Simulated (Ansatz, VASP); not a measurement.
## SnO in VASP and in Ansatz

POSCAR

```
SnO
1.0
    0.0000000000      2.7082147278      2.7082147278
    2.7082147278      0.0000000000      2.7082147278
    2.7082147278      2.7082147278      0.0000000000
Sn O
1 1
Direct
    0.0000000000      0.0000000000      0.0000000000
    0.2500000000      0.2500000000      0.2500000000
```

INCAR.step1

```
SYSTEM = SnO
ALGO = Normal ; EDIFF = 1E-5
ENCUT = 660 ; GGA = PE
GGA_COMPAT = .FALSE. ; ISMEAR = 1
LASPH = .TRUE. ; LCHARG = .FALSE.
LREAL = .FALSE. ; LWAVE = .TRUE.
NBANDS = 17 ; NELM = 120
PREC = Accurate ; SIGMA = 0.001
```

File INCAR.step2:

```
SYSTEM = SnO
ALGO = Normal ; EDIFF = 1E-6
ENCUT = 660 ; GGA_COMPAT = .FALSE.
ISIF = 2 ; ISMEAR = 1
ISTART = 1 ; LASPH = .TRUE.
LCHARG = .FALSE. ; LMIXTAU = .TRUE.
LREAL = .FALSE. ; LWAVE = .FALSE.
METAGGA = R2SCAN ; NBANDS = 17
NELM = 120 ; PREC = Accurate
SIGMA = 0.001
```

File KPOINTS:

```
k-points
0
G
  6 6 6
  0 0 0
```

Input for Ansatz:

```yaml
crystal:
  lattice:
    - [0.0, 2.7082147278, 2.7082147278]
    - [2.7082147278, 0.0, 2.7082147278]
    - [2.7082147278, 2.7082147278, 0.0]
  atoms:
    - { symbol: Sn, position: [0.0, 0.0, 0.0] }
    - { symbol: O, position: [0.25, 0.25, 0.25] }
kpoints:
  mp_grid: { grid: [6, 6, 6] }
hamiltonian:
  xc: r2scan
scf:
  occupations: { method: methfessel_paxton, width: 0.001 }
  n_extra_bands: 4
output:
  forces: true
  stress: true
  eigenvalues: true
```

Alike in both runs: task single point; functional r2SCAN; k mesh 6 × 6 × 6; occupations methfessel-paxton of order 1, width 0.001 eV; no spin polarisation.

```csv
,VASP,Ansatz
version,VASP 6.6.1,Ansatz 0.2.0
potentials or method,"VASP PAW PBE potentials, release 64 (Sn_d, O)",plane waves
plane-wave cutoff (eV),660,500
valence electrons in the cell,20,20
```

VASP gave:

| Quantity | Value |
| --- | --- |
| pressure (GPa) | 0.2 |

Question: Estimate Ansatz's values.

Answer: Pressure (GPa): -0.1.

VASP's potentials were made for PBE, not for r2SCAN.
